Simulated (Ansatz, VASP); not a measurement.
One calculation of BeZn2Se3, two programs

The input INCAR:

```
SYSTEM = BeZn2Se3
PREC = Accurate ; ENCUT = 600
EDIFF = 1E-6 ; ISMEAR = 0
SIGMA = 0.1 ; LREAL = .FALSE.
LASPH = .TRUE. ; NELM = 100
ALGO = Normal ; ISIF = 3
LWAVE = .FALSE. ; LCHARG = .FALSE.
GGA = PE ; IBRION = 2
NSW = 90 ; EDIFFG = -0.04
```

The input KPOINTS:

```
regular mesh
0
G
  6 6 2
  0 0 0
```

The input POSCAR:

```
BeZn2Se3
1.0
    3.8529041000      0.0000000000      0.0000000000
   -1.9264520500      3.3367128300      0.0000000000
    0.0000000000      0.0000000000      9.4376490800
Be Zn Se
1 2 3
Direct
    0.6666666700      0.3333333300      0.3333333300
    0.0000000000      0.0000000000      0.0000000000
    0.3333333300      0.6666666700      0.6666666700
    0.3333333300      0.6666666700      0.9166666700
    0.6666666700      0.3333333300      0.5833333300
    0.0000000000      0.0000000000      0.2500000000
```

Input for Ansatz:

```yaml
crystal:
  lattice:
    - [3.8529041, 0.0, 0.0]
    - [-1.92645205, 3.33671283, 0.0]
    - [0.0, 0.0, 9.43764908]
  atoms:
    - { symbol: Be, position: [0.66666667, 0.33333333, 0.33333333] }
    - { symbol: Zn, position: [0.0, 0.0, 0.0] }
    - { symbol: Zn, position: [0.33333333, 0.66666667, 0.66666667] }
    - { symbol: Se, position: [0.33333333, 0.66666667, 0.91666667] }
    - { symbol: Se, position: [0.66666667, 0.33333333, 0.58333333] }
    - { symbol: Se, position: [0.0, 0.0, 0.25] }
basis:
  ecutwfc: 420
kpoints:
  mp_grid: { grid: [6, 6, 2] }
hamiltonian:
  xc: pbe
scf:
  occupations: { method: gaussian, width: 0.1 }
  lower_state_search: "off"
output:
  forces: true
  stress: true
  eigenvalues: true
relax:
  adjacent_minimum: "off"
  f_tol: 0.04
  max_steps: 70
  cell: { stress_tol: 0.4 }
```

Alike in both runs: task relaxation of cell and atoms; functional PBE; k mesh 6 × 6 × 2; occupations gaussian, width 0.1 eV; no spin polarisation.

|  | VASP | Ansatz |
| --- | --- | --- |
| version | VASP 6.6.1 | Ansatz 0.2.0 |
| potentials or method | VASP PAW PBE potentials, release 64 (Be, Zn, Se), cutoff 600 eV | scalar-relativistic, plane waves, PAW |
| valence electrons in the cell | 44 | 74 |

VASP gave:

```
gap on the k mesh at the Fermi level, each at its own relaxed structure (eV) : 1.75
relaxed volume (Å³/atom)                                                     : 21.49
relaxed length of the cell vector where the two differ most in proportion (Å)              : 9.642
```

Question: Estimate Ansatz's values.

Answer: gap on the k mesh at the Fermi level, each at its own relaxed structure (eV): 1.75; relaxed volume (Å³/atom): 21.47; relaxed length of the cell vector where the two differ most in proportion (Å): 9.653.

VASP's potentials hold 44 valence electrons a cell and Ansatz's 74, so a difference there can come from the potentials and not from the codes.
